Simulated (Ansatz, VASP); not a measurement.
# One calculation of Ga, two programs

```
Ga
1.0
    -2.54644    2.54644    1.39007
     2.54644   -2.54644    1.39007
     2.54644    2.54644   -1.39007
Ga
2
Direct
  0.00000 0.00000 0.00000
  0.75000 0.25000 0.50000
```

Alike in both runs: task relaxation of cell and atoms; functional PBEsol; k mesh 18 × 18 × 18; occupations gaussian, width 0.1 eV; no spin polarisation.

|  | VASP | Ansatz |
| --- | --- | --- |
| version | VASP 6.6.1 | Ansatz 0.2.0 |
| potentials or method | VASP PAW PBE potentials, release 64 (Ga_d), cutoff 600 eV | scalar-relativistic, plane waves, PAW |
| valence electrons in the cell | 26 | 26 |

```csv
,VASP,Ansatz,Ansatz less VASP
"gap on the k mesh at the Fermi level, each at its own relaxed structure (eV)",none,none,-
relaxed volume (Å³/atom),18.37,18.37,-0.006
relaxed cell length with the largest relative difference (Å),3.916,3.916,-0.0006
```

VASP's potentials were made for PBE, not for PBEsol. A gap of «none» marks a metal or a gap that the smearing closes.
